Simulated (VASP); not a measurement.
# Li (P6/mmm) in VASP: notebook, part 2 of 2

VASP 6.6.1. Earlier steps stand in the parts before.

**5. Relaxation of cell and atoms, PBE**

File INCAR:

```
SYSTEM = Li
  PREC = Accurate
  ENCUT = 600
  EDIFF = 1E-7
  ISMEAR = 0
  SIGMA = 0.1
  LREAL = .FALSE.
  LASPH = .TRUE.
  NELM = 100
  ALGO = Normal
  ISIF = 3
  LWAVE = .FALSE.
  LCHARG = .FALSE.
  GGA = PE
  IBRION = 2
  NSW = 90
  EDIFFG = -0.04
```

File KPOINTS:

```
regular mesh
0
G
  6 6 4
  0 0 0
```

File POSCAR:

```
Li
1.0
    4.7542707600      0.0000000000      0.0000000000
   -2.3771353800      4.1173192600      0.0000000000
    0.0000000000      0.0000000000      6.4536885200
Li
6
Direct
    0.0000000000      0.0000000000      0.5000000000
    0.6666666700      0.3333333300      0.7959949400
    0.0000000000      0.0000000000      0.0000000000
    0.6666666700      0.3333333300      0.2040050600
    0.3333333300      0.6666666700      0.2040050600
    0.3333333300      0.6666666700      0.7959949400
```

Potentials or basis: VASP PAW PBE potentials, release 64 (Li_sv).

Launch:

```console
> cat potpaw_PBE.64/Li_sv/POTCAR > POTCAR
> mpirun -np 1 vasp_std > vasp.out
```

OUTCAR:

```text
SYSTEM = Li
   PREC = Accurate
   ENCUT = 600
   EDIFF = 1E-7
   ISMEAR = 0
   LREAL = .FALSE.
   LASPH = .TRUE.
   NELM = 100
   ISIF = 3
   GGA = PE
   IBRION = 2
   NSW = 90
   EDIFFG = -0.04

 ion  position               nearest neighbor table
   1  0.000  0.000  0.500-
   2  0.667  0.333  0.796-
   3  0.000  0.000  0.000-
   4  0.667  0.333  0.204-
   5  0.333  0.667  0.204-
   6  0.333  0.667  0.796-

  LATTYP: Found a hexagonal cell.
 ALAT       =     4.7542707600
 C/A-ratio  =     1.3574507734

  Lattice vectors:

 A1 = (   4.7542707600,   0.0000000000,   0.0000000000)
 A2 = (  -2.3771353800,   4.1173192600,   0.0000000000)
 A3 = (   0.0000000000,   0.0000000000,   6.4536885200)

Analysis of symmetry for initial positions (statically):
=====================================================================
 Subroutine PRICEL returns:
 Original cell was already a primitive cell.

 Routine SETGRP: Setting up the symmetry group for a
 hexagonal supercell.

 Subroutine GETGRP returns: Found 24 space group operations
 (whereof 24 operations were pure point group operations)
 out of a pool of 24 trial point group operations.

The static configuration has the point symmetry D_6h.

Analysis of symmetry for dynamics (positions and initial velocities):
=====================================================================
 Subroutine PRICEL returns:
 Original cell was already a primitive cell.

 Routine SETGRP: Setting up the symmetry group for a
 hexagonal supercell.

 Subroutine GETGRP returns: Found 24 space group operations
 (whereof 24 operations were pure point group operations)
 out of a pool of 24 trial point group operations.

The dynamic configuration has the point symmetry D_6h.

 Subroutine INISYM returns: Found 24 space group operations
 (whereof 24 operations are pure point group operations),
 and found     1 'primitive' translations

----------------------------------------------------------------------------------------

                                     Primitive cell

  volume of cell :     126.3300

  direct lattice vectors                    reciprocal lattice vectors
     4.754270760  0.000000000  0.000000000     0.210337200  0.121438239  0.000000000
    -2.377135380  4.117319260  0.000000000     0.000000000  0.242876478  0.000000000
     0.000000000  0.000000000  6.453688520     0.000000000  0.000000000  0.154950149

  length of vectors
     4.754270760  4.754270765  6.453688520     0.242876478  0.242876478  0.154950149

  position of ions in fractional coordinates (direct lattice)
     0.000000000  0.000000000  0.500000000
     0.666666670  0.333333330  0.795994940
     0.000000000  0.000000000  0.000000000
     0.666666670  0.333333330  0.204005060
     0.333333330  0.666666670  0.204005060
     0.333333330  0.666666670  0.795994940

  ion indices of the primitive-cell ions
   primitive index   ion index
                 1           1
                 2           2
                 3           3
                 4           4
                 5           5
                 6           6

[... 29 lines left out ...]
  0.166667  0.000000  0.000000      6.000000
  0.333333 -0.000000  0.000000      6.000000
  0.500000  0.000000  0.000000      3.000000
  0.166667  0.166667  0.000000      6.000000
  0.333333  0.166667  0.000000     12.000000
[... 13 lines left out ...]
  0.333333  0.166667  0.500000     12.000000
  0.333333  0.333333  0.500000      2.000000
   k-points           NKPTS =     21   k-points in BZ     NKDIM =     21   number of bands    NBANDS=     13
   number of dos      NEDOS =    301   number of ions     NIONS =      6
   total plane-waves  NPLWV =  86400
   dimension x,y,z NGX =    40 NGY =   40 NGZ =   54
   dimension x,y,z NGXF=    80 NGYF=   80 NGZF=  108
   ions per type =               6
   NGX,Y,Z   is equivalent  to a cutoff of  13.99, 13.99, 13.91 a.u.
   NGXF,Y,Z  is equivalent  to a cutoff of  27.97, 27.97, 27.82 a.u.
 SYSTEM =  Li
   PREC   = accura    normal or accurate (medium, high low for compatibility)
   ISTART =      0    job   : 0-new  1-cont  2-samecut
   ICHARG =      2    charge: 1-file 2-atom 10-const
   ISPIN  =      1    spin polarized calculation?
   LNONCOLLINEAR =      F non collinear calculations
   LSORBIT =      F    spin-orbit coupling
   LASPH  =      T    aspherical Exc in radial PAW
   ENCUT  =  600.0 eV  44.10 Ry    6.64 a.u.   9.50  9.50 12.89*2*pi/ulx,y,z
   NELM   =    100;   NELMIN=  2; NELMDL= -5     # of ELM steps
   EDIFF  = 0.1E-06   stopping-criterion for ELM
   LREAL  =      F    real-space projection
   EDIFFG = -.4E-01   stopping-criterion for IOM
   NSW    =     90    number of steps for IOM
   IBRION =      2    ionic relax: 0-MD 1-quasi-New 2-CG
   NFREE  =      1    steps in history (QN), initial steepest desc. (CG)
   ISIF   =      3    stress and relaxation
   ISYM   =      2    0-nonsym 1-usesym 2-fastsym
   POTIM  = 0.5000    time-step for ionic-motion
   TEBEG  =    0.0;   TEEND  =   0.0 temperature during run
   PSTRESS=    0.0 pullay stress
   NELECT =      18.0000    total number of electrons
   NUPDOWN=      -1.0000    fix difference up-down
   EMIN   =  10.00;   EMAX   =-10.00  energy-range for DOS
   EFERMI =   0.00;   METHOD = LEGACY
   ISMEAR =     0;   SIGMA  =   0.10  broadening in eV -4-tet -1-fermi 0-gaus
   EFERMI_NEDOS =   21; number of points for ismear=-14 and -15
   IALGO  =     38    algorithm
   IMIX   =      4    mixing-type and parameters
     AMIX     =   0.40;   BMIX     =  1.00
     AMIX_MAG =   1.60;   BMIX_MAG =  1.00
  volume/ion in A,a.u.               =      21.05       142.09
  Fermi-wavevector in a.u.,A,eV,Ry     =   0.855061  1.615830  9.947607  0.731128
  Thomas-Fermi vector in A             =   1.971752
   LORBIT       =      0    0 simple, 1 ext, 2 COOP (PROOUT), +10 PAW based schemes
   GGA     = PE    functional components
   LHFCALC =     F    Hartree Fock is set to
   AEXX    =    0.0000 exact exchange contribution
   IVDW    =     0    specifies the selected vdW correction
   LEPSILON=     F    determine dielectric tensor
   LRPA    =     F    only Hartree local field effects (RPA)
 conjugate gradient relaxation of ions
 non-spin polarized calculation
 Gauss-broadening in eV      SIGMA  =   0.10
  energy-cutoff  :      600.00
  volume of cell :      126.33
 maximum number of plane-waves:      4250
 NGX is ok and might be reduce to    40
   NGX = 19   NGY = 19   NGZ = 25

--------------------------------------- Ionic step        1  -------------------------------------------

 number of electron      17.9999981 magnetization

 Free energy of the ion-electron system (eV)
  ---------------------------------------------------
  ext. energy  EPLUGINS =         0.00000000
  ---------------------------------------------------
  free energy    TOTEN  =       -11.02730049 eV

  energy without entropy =      -11.01064421  energy(sigma->0) =      -11.01897235

------------------------ aborting loop because EDIFF is reached ----------------------------------------

  FORCE on cell =-STRESS in cart. coord.  units (eV):
  Direction    XX          YY          ZZ          XY          YZ          ZX
  --------------------------------------------------------------------------------------
  -------------------------------------------------------------------------------------
  Total        0.5236380      0.5236380     -0.5825484      0.0000000     -0.0000000      0.0000000
  in kB        6.6410278      6.6410278     -7.3881575      0.0000000     -0.0000000      0.0000000
  external PRESSURE =       1.9646327 kB  Pullay stress =       0.0000000 kB
[... 101 lines left out ...]
  FREE ENERGIE OF THE ION-ELECTRON SYSTEM (eV)
  ---------------------------------------------------
  free  energy   TOTEN  =       -11.1626787560 eV

  energy  without entropy=      -11.1501083693  energy(sigma->0) =      -11.15639356

[... ionic steps 4 to 8 ...]

--------------------------------------- Ionic step        9  -------------------------------------------

 number of electron      17.9999999 magnetization

------------------------ aborting loop because EDIFF is reached ----------------------------------------
[... 75 lines left out ...]
--------------------------------------- Ionic step       11  -------------------------------------------

 number of electron      18.0000002 magnetization

 Free energy of the ion-electron system (eV)
  ---------------------------------------------------
  ext. energy  EPLUGINS =         0.00000000
  ---------------------------------------------------
  free energy    TOTEN  =       -11.37805027 eV

  energy without entropy =      -11.36691099  energy(sigma->0) =      -11.37248063

 E-fermi :   0.6808     XC(G=0):  -7.0706

 val. band max:        0.6360955315   @ k =   0.1667   0.1667   0.0000
 cond. band min:       0.6881095363   @ k =   0.3333  -0.0000   0.5000
 fundamental gap:      0.0520140048
 Fermi energy:         0.6807835680

 k-point     1 :       0.0000    0.0000    0.0000
  band No.  band energies     occupation
      1     -45.9083      2.00000
      2     -45.8957      2.00000
      3     -45.8865      2.00000
      4     -45.8754      2.00000
      5     -45.8114      2.00000
      6     -45.7813      2.00000
      7      -2.9200      2.00000
      8       0.1241      2.00000
      9       0.7752      0.18184
     10       2.7789      0.00000
     11       2.7789      0.00000
     12       2.8322      0.00000
     13       2.8322      0.00000
[... 351 lines left out ...]
  FREE ENERGIE OF THE ION-ELECTRON SYSTEM (eV)
  ---------------------------------------------------
  free  energy   TOTEN  =       -11.3780502652 eV

  energy  without entropy=      -11.3669109869  energy(sigma->0) =      -11.37248063

 reached required accuracy - stopping structural energy minimisation
```

It took 6.6 min on 1 thread of Intel Xeon Platinum 8488C (Sapphire Rapids), shared host; peak memory 0.28 GiB.

What came out:

| Property | Result |
| --- | --- |
| Free energy | -11.3781 eV |
| Relaxed volume | 20.05 Å³/atom |
| Relaxed cell | a = 4.909 Å, b = 4.909 Å, c = 5.766 Å, α = 90.00°, β = 90.00°, γ = 120.00° |
| Space group after relaxing (to 0.05 Å) | P6/mmm (No. 191) |
| Energy gained by relaxing | 58.5 meV/atom |
| Ionic steps | 11 |
| Pressure after relaxing | 0.0 GPa |
| Largest force after relaxing | 0.026 eV/Å |
| Band gap on the k mesh | zero (band 9 reaches 3.82 eV, above the bottom of band 10 at -0.49 eV) |

Forces in eV/Å, atoms in the order of the input:
```
Li   0.000  0.000  0.000
Li   0.000  0.000  0.026
Li   0.000  0.000  0.000
Li   0.000  0.000 -0.026
Li   0.000  0.000 -0.026
Li   0.000  0.000  0.026
```

Step by step:
| step | energy change (eV) | largest force (eV/Å) | pressure (GPa) | volume (Å³) |
| --- | --- | --- | --- | --- |
| 1 | 0.0000 | 0.4025 | 0.20 | 126.33 |
| 2 | -0.0373 | 0.3765 | 0.05 | 126.80 |
| 3 | -0.1354 | 0.2939 | -0.33 | 128.17 |
| 4 | -0.2642 | 0.1367 | -0.88 | 130.77 |
| 5 | -0.1859 | 0.3195 | -1.20 | 135.28 |
| 6 | -0.2922 | 0.0711 | -1.06 | 132.00 |
| 7 | -0.3007 | 0.0046 | -1.16 | 132.98 |
| 8 | -0.3339 | 0.1235 | -0.19 | 122.35 |
| 9 | -0.3369 | 0.0902 | -0.43 | 124.55 |
| 10 | -0.3496 | 0.0440 | -0.14 | 121.53 |
| 11 | -0.3507 | 0.0258 | 0.00 | 120.31 |

Final structure:
```cif
data_structure
_symmetry_space_group_name_H-M 'P 1'
_symmetry_Int_Tables_number 1
_cell_length_a 4.9086
_cell_length_b 4.9086
_cell_length_c 5.7657
_cell_angle_alpha 90.000
_cell_angle_beta 90.000
_cell_angle_gamma 120.000
_cell_volume 120.31
loop_
_atom_site_label
_atom_site_type_symbol
_atom_site_fract_x
_atom_site_fract_y
_atom_site_fract_z
_atom_site_occupancy
Li1 Li 0.00000 0.00000 0.50000 1
Li2 Li 0.66667 0.33333 0.74802 1
Li3 Li 0.00000 0.00000 0.00000 1
Li4 Li 0.66667 0.33333 0.25198 1
Li5 Li 0.33333 0.66667 0.25198 1
Li6 Li 0.33333 0.66667 0.74802 1
```

Caveat: the cutoff is under 1.25 times the usual one of these potentials, so pressure, stress and relaxed cells hold a basis-set (Pulay) error.

**6. The runs side by side**

| task | cell | cutoff (eV) | smearing | gap on the mesh (eV) | largest force (eV/Å) |
| --- | --- | --- | --- | --- | --- |
| single point | a = 4.754, b = 4.754, c = 6.454 Å, angles 90.0, 90.0, 120.0°, 6 atoms | 520 | gaussian 0.1 eV | none | 0.40 |
| single point | a = 4.957, b = 4.957, c = 5.729 Å, angles 90.0, 90.0, 120.0°, 6 atoms | 520 | gaussian 0.1 eV | none | - |
| single point | a = 4.922, b = 4.922, c = 5.796 Å, angles 90.0, 90.0, 120.0°, 6 atoms | 520 | gaussian 0.2 eV | none | - |
| relaxation of cell and atoms | relaxed from a = 4.754, b = 4.754, c = 6.454 Å, angles 90.0, 90.0, 120.0°, 6 atoms | 600 | gaussian 0.1 eV | none | 0.03 |

Alike in all rows: level PBE; potentials or basis VASP PAW PBE potentials, release 64 (Li_sv); no spin polarisation; k mesh 6 × 6 × 4.

Caveats: the cutoff is under 1.25 times the usual one of these potentials, so pressure, stress and relaxed cells hold a basis-set (Pulay) error.

Absolute energies hang on the potentials; compare differences alone.
